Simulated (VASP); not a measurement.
# TiAl3 (I4mm) in VASP: further runs

TiAl3 is run at these levels: PBE; tasks: single point.

All numbers are computed with VASP 6.6.1; they aren't measurements. Logs are shortened: lines on timing, memory, paths and dates and some standing lists are left out, and cuts for length are marked.

## 1. The cell of the first run

The structure is tetragonal, space group I4mm (No. 107). The conventional cell has a = 3.845 Å, b = 3.845 Å, c = 8.623 Å, α = 90.00°, β = 90.00°, γ = 90.00°. Within 3.6 Å of Ti (site symmetry 4mm) lie 12 Al at 2.72 to 2.91 Å. Al (site symmetry 4mm) has 4 Ti at 2.72 Å and 8 Al at 2.85 to 2.92 Å within 3.6 Å. Within 3.6 Å of Al (site symmetry 2mm) lie 8 Al at 2.72 to 2.92 Å and 4 Ti at 2.87 to 2.91 Å.

## 2. Single point, PBE (atoms displaced along a vibrational mode)

Input file INCAR:

```
SYSTEM = TiAl3
ALGO = Fast
EDIFF = 1E-6
ENCUT = 520
GGA = PE
ISIF = 2
ISMEAR = 0
LASPH = .TRUE.
LCHARG = .FALSE.
LREAL = .FALSE.
LWAVE = .FALSE.
NBANDS = 18
NELM = 100
PREC = Accurate
SIGMA = 0.15
```

Input file KPOINTS:

```
k-points
0
G
  18 18 18
  0 0 0
```

Input file POSCAR:

```
TiAl3
1.0
   -1.9226734293      1.9226734293      4.3114047961
    1.9226734293     -1.9226734293      4.3114047961
    1.9226734293      1.9226734293     -4.3114047961
Ti Al
1 3
Direct
   -0.0028345125     -0.0028345125      0.0000000000
    0.5052187167      0.5052187167      0.0000000000
    0.7499049463      0.2499049463      0.5000000000
    0.2499049463      0.7499049463      0.5000000000
```

Potentials or basis: VASP PAW PBE potentials, release 64 (Ti_sv, Al).

Command:

```sh
$ cat potpaw_PBE.64/Ti_sv/POTCAR potpaw_PBE.64/Al/POTCAR > POTCAR
$ mpirun -np 1 vasp_std > vasp.out
```

OUTCAR:

```text
SYSTEM = TiAl3
   EDIFF = 1E-6
   ENCUT = 520
   GGA = PE
   ISIF = 2
   ISMEAR = 0
   LASPH = .TRUE.
   LREAL = .FALSE.
   NELM = 100
   PREC = Accurate

 ion  position               nearest neighbor table
   1  0.997  0.997  0.000-   2 2.72   2 2.72   2 2.72   2 2.72   3 2.87   4 2.87   4 2.87   3 2.87
                             3 2.91   4 2.91   4 2.91   3 2.91
   2  0.505  0.505  0.000-   1 2.72   1 2.72   1 2.72   1 2.72   4 2.85   3 2.85   4 2.85   3 2.85
                             4 2.92   4 2.92   3 2.92   3 2.92
   3  0.750  0.250  0.500-   4 2.72   4 2.72   4 2.72   4 2.72   2 2.85   2 2.85   1 2.87   1 2.87
                             1 2.91   1 2.91   2 2.92   2 2.92
   4  0.250  0.750  0.500-   3 2.72   3 2.72   3 2.72   3 2.72   2 2.85   2 2.85   1 2.87   1 2.87
                             1 2.91   1 2.91   2 2.92   2 2.92

  LATTYP: Found a body centered tetragonal cell.
 ALAT       =     3.8453468586
 C/A-ratio  =     2.2424009873

  Lattice vectors:

 A1 = (  -1.9226734293,   1.9226734293,   4.3114047961)
 A2 = (   1.9226734293,  -1.9226734293,   4.3114047961)
 A3 = (   1.9226734293,   1.9226734293,  -4.3114047961)

Analysis of symmetry for initial positions (statically):
=====================================================================
 Subroutine PRICEL returns:
 Original cell was already a primitive cell.

 Routine SETGRP: Setting up the symmetry group for a
 body centered tetragonal supercell.

 Subroutine GETGRP returns: Found  8 space group operations
 (whereof  8 operations were pure point group operations)
 out of a pool of 16 trial point group operations.

The static configuration has the point symmetry C_4v.

Analysis of symmetry for dynamics (positions and initial velocities):
=====================================================================
 Subroutine PRICEL returns:
 Original cell was already a primitive cell.

 Routine SETGRP: Setting up the symmetry group for a
 body centered tetragonal supercell.

 Subroutine GETGRP returns: Found  8 space group operations
 (whereof  8 operations were pure point group operations)
 out of a pool of 16 trial point group operations.

The dynamic configuration has the point symmetry C_4v.

 Subroutine INISYM returns: Found  8 space group operations
 (whereof  8 operations are pure point group operations),
 and found     1 'primitive' translations

----------------------------------------------------------------------------------------

                                     Primitive cell

  volume of cell :      63.7514

  direct lattice vectors                    reciprocal lattice vectors
    -1.922673429  1.922673429  4.311404796     0.000000000  0.260054564  0.115971481
     1.922673429 -1.922673429  4.311404796     0.260054564  0.000000000  0.115971481
     1.922673429  1.922673429 -4.311404796     0.260054564  0.260054564  0.000000000

  length of vectors
     5.097210762  5.097210762  5.097210762     0.284741568  0.284741568  0.367772691

  position of ions in fractional coordinates (direct lattice)
     0.997165487  0.997165487  0.000000000
     0.505218717  0.505218717  0.000000000
     0.749904946  0.249904946  0.500000000
     0.249904946  0.749904946  0.500000000

  ion indices of the primitive-cell ions
   primitive index   ion index
                 1           1
                 2           2
                 3           3
                 4           4

----------------------------------------------------------------------------------------

 KPOINTS: k-points

Automatic generation of k-mesh.
 Grid dimensions read from file:
 generate k-points for:   18   18   18

 Generating k-lattice:

  Cartesian coordinates                     Fractional coordinates (reciprocal lattice)
     0.000000000  0.014447476  0.006442860     0.055555556  0.000000000 -0.000000000
     0.014447476  0.000000000  0.006442860     0.000000000  0.055555556 -0.000000000
     0.014447476  0.014447476  0.000000000     0.000000000  0.000000000  0.055555556

  Length of vectors
     0.015818976  0.015818976  0.020431816

  Shift w.r.t. Gamma in fractional coordinates (k-lattice)
     0.000000000  0.000000000  0.000000000

 Subroutine IBZKPT returns following result:
 ===========================================

 Found    480 irreducible k-points:

 Following reciprocal coordinates:
            Coordinates               Weight
  0.000000  0.000000  0.000000      1.000000
  0.055556 -0.000000  0.000000      8.000000
  0.111111 -0.000000  0.000000      8.000000
  0.166667  0.000000  0.000000      8.000000
  0.222222  0.000000 -0.000000      8.000000
  0.277778 -0.000000  0.000000      8.000000
[... 16 lines left out ...]
 -0.277778  0.055556 -0.000000     16.000000
 -0.222222  0.055556  0.000000     16.000000
 [... further k-points ...]
   k-points           NKPTS =    480   k-points in BZ     NKDIM =    480   number of bands    NBANDS=     18
   number of dos      NEDOS =    301   number of ions     NIONS =      4
   total plane-waves  NPLWV =  64000
   dimension x,y,z NGX =    40 NGY =   40 NGZ =   40
   dimension x,y,z NGXF=    80 NGYF=   80 NGZF=   80
   ions per type =               1   3
   NGX,Y,Z   is equivalent  to a cutoff of  13.05, 13.05, 13.05 a.u.
   NGXF,Y,Z  is equivalent  to a cutoff of  26.09, 26.09, 26.09 a.u.
 SYSTEM =  TiAl3
   PREC   = accura    normal or accurate (medium, high low for compatibility)
   ISTART =      0    job   : 0-new  1-cont  2-samecut
   ICHARG =      2    charge: 1-file 2-atom 10-const
   ISPIN  =      1    spin polarized calculation?
   LNONCOLLINEAR =      F non collinear calculations
   LSORBIT =      F    spin-orbit coupling
   LASPH  =      T    aspherical Exc in radial PAW
   ENCUT  =  520.0 eV  38.22 Ry    6.18 a.u.   9.48  9.48  9.48*2*pi/ulx,y,z
   NELM   =    100;   NELMIN=  2; NELMDL= -5     # of ELM steps
   EDIFF  = 0.1E-05   stopping-criterion for ELM
   LREAL  =      F    real-space projection
   EDIFFG = 0.1E-04   stopping-criterion for IOM
   NSW    =      0    number of steps for IOM
   IBRION =     -1    ionic relax: 0-MD 1-quasi-New 2-CG
   NFREE  =      0    steps in history (QN), initial steepest desc. (CG)
   ISIF   =      2    stress and relaxation
   ISYM   =      2    0-nonsym 1-usesym 2-fastsym
   POTIM  = 0.5000    time-step for ionic-motion
   TEBEG  =    0.0;   TEEND  =   0.0 temperature during run
   PSTRESS=    0.0 pullay stress
   NELECT =      21.0000    total number of electrons
   NUPDOWN=      -1.0000    fix difference up-down
   EMIN   =  10.00;   EMAX   =-10.00  energy-range for DOS
   EFERMI =   0.00;   METHOD = LEGACY
   ISMEAR =     0;   SIGMA  =   0.15  broadening in eV -4-tet -1-fermi 0-gaus
   EFERMI_NEDOS =   21; number of points for ismear=-14 and -15
   IALGO  =     68    algorithm
   IMIX   =      4    mixing-type and parameters
     AMIX     =   0.40;   BMIX     =  1.00
     AMIX_MAG =   1.60;   BMIX_MAG =  1.00
  volume/ion in A,a.u.               =      15.94       107.55
  Fermi-wavevector in a.u.,A,eV,Ry     =   1.130623  2.136568 17.392455  1.278309
  Thomas-Fermi vector in A             =   2.267320
   LORBIT       =      0    0 simple, 1 ext, 2 COOP (PROOUT), +10 PAW based schemes
   GGA     = PE    functional components
   LHFCALC =     F    Hartree Fock is set to
   AEXX    =    0.0000 exact exchange contribution
   IVDW    =     0    specifies the selected vdW correction
   LEPSILON=     F    determine dielectric tensor
   LRPA    =     F    only Hartree local field effects (RPA)
 non-spin polarized calculation
 RMM-DIIS sequential band-by-band and
 Gauss-broadening in eV      SIGMA  =   0.15
  energy-cutoff  :      520.00
  volume of cell :       63.75
 maximum number of plane-waves:      1752
 NGX is ok and might be reduce to    40
   NGX = 19   NGY = 19   NGZ = 19

 number of electron      20.9999999 magnetization

 Free energy of the ion-electron system (eV)
  ---------------------------------------------------
  ext. energy  EPLUGINS =         0.00000000
  ---------------------------------------------------
  free energy    TOTEN  =       -20.66505723 eV

  energy without entropy =      -20.64548947  energy(sigma->0) =      -20.65527335

 E-fermi :   8.1742     XC(G=0): -10.7173

 val. band max:        8.1712360778   @ k =  -0.3333  -0.3333   0.0556
 cond. band min:       8.1766728380   @ k =  -0.2222   0.5000   0.0556
 fundamental gap:      0.0054367602
 Fermi energy:         8.1742366218

 k-point     1 :       0.0000    0.0000    0.0000
  band No.  band energies     occupation
      1     -48.3307      2.00000
      2     -24.6427      2.00000
      3     -24.6427      2.00000
      4     -24.5651      2.00000
      5      -1.8594      2.00000
      6       5.3107      2.00000
[... 10 lines left out ...]
     17      11.9066      0.00000
     18      11.9151      0.00000

 k-point     2 :       0.0556   -0.0000    0.0000
  band No.  band energies     occupation
      1     -48.3306      2.00000
      2     -24.6434      2.00000
      3     -24.6426      2.00000
      4     -24.5650      2.00000
      5      -1.8213      2.00000
      6       5.0907      2.00000
[... 10 lines left out ...]
     17      11.9189      0.00000
     18      12.1515      0.00000

 k-point     3 :       0.1111   -0.0000    0.0000
  band No.  band energies     occupation
      1     -48.3305      2.00000
      2     -24.6457      2.00000
      3     -24.6425      2.00000
      4     -24.5649      2.00000
      5      -1.7072      2.00000
      6       4.7981      2.00000
[... 10 lines left out ...]
     17      11.9637      0.00000
     18      12.7312      0.00000

 k-point     4 :       0.1667    0.0000    0.0000
  band No.  band energies     occupation
      1     -48.3304      2.00000
      2     -24.6491      2.00000
      3     -24.6422      2.00000
      4     -24.5648      2.00000
      5      -1.5183      2.00000
      6       4.4989      2.00000
[... 10 lines left out ...]
     17      12.0909      0.00000
     18      13.4366      0.00000

 k-point     5 :       0.2222    0.0000   -0.0000
  band No.  band energies     occupation
      1     -48.3302      2.00000
      2     -24.6533      2.00000
      3     -24.6420      2.00000
      4     -24.5646      2.00000
      5      -1.2561      2.00000
      6       4.1376      2.00000
[... 10 lines left out ...]
     17      12.3641      0.00000
     18      13.7697      0.00000

 k-point     6 :       0.2778   -0.0000    0.0000
  band No.  band energies     occupation
      1     -48.3300      2.00000
      2     -24.6578      2.00000
      3     -24.6417      2.00000
      4     -24.5644      2.00000
      5      -0.9233      2.00000
      6       3.6355      2.00000
[... 10 lines left out ...]
     17      12.9887      0.00000
     18      13.6459      0.00000

 k-point     7 :       0.3333    0.0000    0.0000
  band No.  band energies     occupation
      1     -48.3298      2.00000
      2     -24.6620      2.00000
      3     -24.6414      2.00000
      4     -24.5642      2.00000
      5      -0.5231      2.00000
      6       3.0151      2.00000
[... 10 lines left out ...]
     17      12.9966      0.00000
     18      13.5598      0.00000

 k-point     8 :       0.3889    0.0000    0.0000
  band No.  band energies     occupation
      1     -48.3296      2.00000
      2     -24.6654      2.00000
      3     -24.6411      2.00000
      4     -24.5640      2.00000
      5      -0.0610      2.00000
      6       2.3566      2.00000
[... 10 lines left out ...]
     17      12.7777      0.00000
     18      14.0361      0.00000
[... 229 lines left out ...]
     17      12.8549      0.00000
     18      13.9361      0.00000

 k-point    20 :      -0.4444    0.0556    0.0000
  band No.  band energies     occupation
      1     -48.3295      2.00000
      2     -24.6675      2.00000
      3     -24.6417      2.00000
      4     -24.5638      2.00000
      5       0.4007      2.00000
      6       1.8431      2.00000
[... 10 lines left out ...]
     17      12.9076      0.00000
     18      14.0258      0.00000

 k-point    21 :      -0.3889    0.0556    0.0000
  band No.  band energies     occupation
      1     -48.3296      2.00000
      2     -24.6653      2.00000
      3     -24.6419      2.00000
      4     -24.5639      2.00000
      5      -0.1047      2.00000
      6       2.4916      2.00000
[... 10 lines left out ...]
     17      13.0504      0.00000
     18      13.4959      0.00000

 k-point    22 :      -0.3333    0.0556    0.0000
  band No.  band energies     occupation
      1     -48.3297      2.00000
      2     -24.6619      2.00000
      3     -24.6421      2.00000
      4     -24.5640      2.00000
      5      -0.5570      2.00000
      6       3.1586      2.00000
[... 10 lines left out ...]
     17      12.8840      0.00000
     18      13.2171      0.00000

 k-point    23 :      -0.2778    0.0556   -0.0000
  band No.  band energies     occupation
      1     -48.3299      2.00000
      2     -24.6577      2.00000
      3     -24.6424      2.00000
      4     -24.5642      2.00000
      5      -0.9462      2.00000
      6       3.8040      2.00000
[... 10 lines left out ...]
     17      12.4132      0.00000
     18      13.2848      0.00000

 k-point    24 :      -0.2222    0.0556    0.0000
  band No.  band energies     occupation
      1     -48.3301      2.00000
      2     -24.6532      2.00000
      3     -24.6427      2.00000
      4     -24.5644      2.00000
      5      -1.2674      2.00000
      6       4.3669      2.00000
[... 10 lines left out ...]
     17      12.3658      0.00000
     18      13.5459      0.00000

 [... further k-points ...]

------------------------ aborting loop because EDIFF is reached ----------------------------------------

  FORCE on cell =-STRESS in cart. coord.  units (eV):
  Direction    XX          YY          ZZ          XY          YZ          ZX
  --------------------------------------------------------------------------------------
  -------------------------------------------------------------------------------------
  Total        0.0177749      0.0177749     -0.0179832      0.0000000     -0.0000000      0.0000000
  in kB        0.4467133      0.4467133     -0.4519465      0.0000000     -0.0000000      0.0000000
  external PRESSURE =       0.1471600 kB  Pullay stress =       0.0000000 kB

 VOLUME and BASIS-vectors are now :
 -----------------------------------------------------------------------------
  energy-cutoff  :      520.00
  volume of cell :       63.75
      direct lattice vectors                 reciprocal lattice vectors
    -1.922673429  1.922673429  4.311404796     0.000000000  0.260054564  0.115971481
     1.922673429 -1.922673429  4.311404796     0.260054564  0.000000000  0.115971481
     1.922673429  1.922673429 -4.311404796     0.260054564  0.260054564  0.000000000

 POSITION                                       TOTAL-FORCE (eV/Angst)
 -----------------------------------------------------------------------------------
      0.00000      0.00000      8.59837        -0.000000     -0.000000      0.165032
      0.00000      0.00000      4.35640         0.000000      0.000000     -0.171052
      0.00000      1.92267      2.15488         0.000000      0.000000      0.003010
      1.92267      0.00000      2.15488         0.000000      0.000000      0.003010
 -----------------------------------------------------------------------------------
    total drift:                               -0.000000     -0.000000     -0.000033

  FREE ENERGIE OF THE ION-ELECTRON SYSTEM (eV)
  ---------------------------------------------------
  free  energy   TOTEN  =       -20.6650572336 eV

  energy  without entropy=      -20.6454894706  energy(sigma->0) =      -20.65527335
```

Wall time 30 min (1 thread of Intel Xeon Platinum 8488C (Sapphire Rapids), shared host); peak memory 0.65 GiB.

What came out:

- Free energy: -20.6651 eV
- Pressure: 0.0 GPa
- Largest force: 0.171 eV/Å
- Band gap on the k mesh: zero (an odd number of electrons rules out a gap without spin polarisation)

Forces in eV/Å, atoms in the order of the input:
```
Ti   0.000  0.000  0.165
Al   0.000  0.000 -0.171
Al   0.000  0.000  0.003
Al   0.000  0.000  0.003
```

Caveat: the cell differs from its parent crystal (atoms displaced along a vibrational mode).

## 3. Single point, PBE (atoms displaced along a vibrational mode)

Input file INCAR:

```
  PREC = Accurate
  ENCUT = 520
  EDIFF = 1E-6
  ISMEAR = 0
  SIGMA = 0.15
  LREAL = False
  LASPH = True
  NELM = 80
  ALGO = Fast
  ISIF = 2
  LWAVE = False
  LCHARG = True
  GGA = PE
  LELF = True
  LVHAR = True
  NBANDS = 18
```

Input file KPOINTS:

```
regular mesh
0
Gamma
  18 18 18
```

Input file POSCAR:

```
TiAl3
1.0
   -1.9226734293      1.9226734293      4.3114047961
    1.9226734293     -1.9226734293      4.3114047961
    1.9226734293      1.9226734293     -4.3114047961
Ti Al
1 3
Direct
   -0.0009448375     -0.0009448375      0.0000000000
    0.5017395722      0.5017395722      0.0000000000
    0.7499683154      0.2499683154      0.5000000000
    0.2499683154      0.7499683154      0.5000000000
```

Potentials or basis: VASP PAW PBE potentials, release 64 (Ti_sv, Al).

Command:

```sh
$ cat potpaw_PBE.64/Ti_sv/POTCAR potpaw_PBE.64/Al/POTCAR > POTCAR
$ mpirun -np 1 vasp_std > vasp.out
```

Run time: 29 min. Hardware: 1 thread of Intel Xeon Platinum 8488C (Sapphire Rapids), shared host; peak memory 0.66 GiB.

The run converged. Its results:

| Item | Value |
| --- | --- |
| Free energy | -20.6703 eV |
| Pressure | 0.0 GPa |
| Largest force | 0.057 eV/Å |
| Band gap on the k mesh | zero (an odd number of electrons rules out a gap without spin polarisation) |

Forces in eV/Å, atoms in the order of the input:
```
Ti   0.000  0.000  0.055
Al   0.000  0.000 -0.057
Al   0.000  0.000  0.001
Al   0.000  0.000  0.001
```

Stress tensor (GPa, compression positive):
```
-0.02  0.00  0.00
 0.00 -0.02  0.00
 0.00  0.00 -0.11
```

Levels at points of the mesh, in eV from the Fermi level:
```tsv
k point	band 9	band 10	band 11	band 12	band 13	band 14
(0.00, 0.00, 0.00)	-1.21	-1.21	0.82	1.71	1.71	2.23
(0.50, 0.00, 0.00)	-1.05	-0.26	0.50	1.78	2.06	2.67
(0.50, 0.50, 0.00)	-2.70	-2.20	-0.98	1.73	1.91	2.66
(0.50, 0.50, 0.50)	-0.93	-0.23	0.70	0.70	0.93	3.04
```

Caveat: the cell differs from its parent crystal (atoms displaced along a vibrational mode).
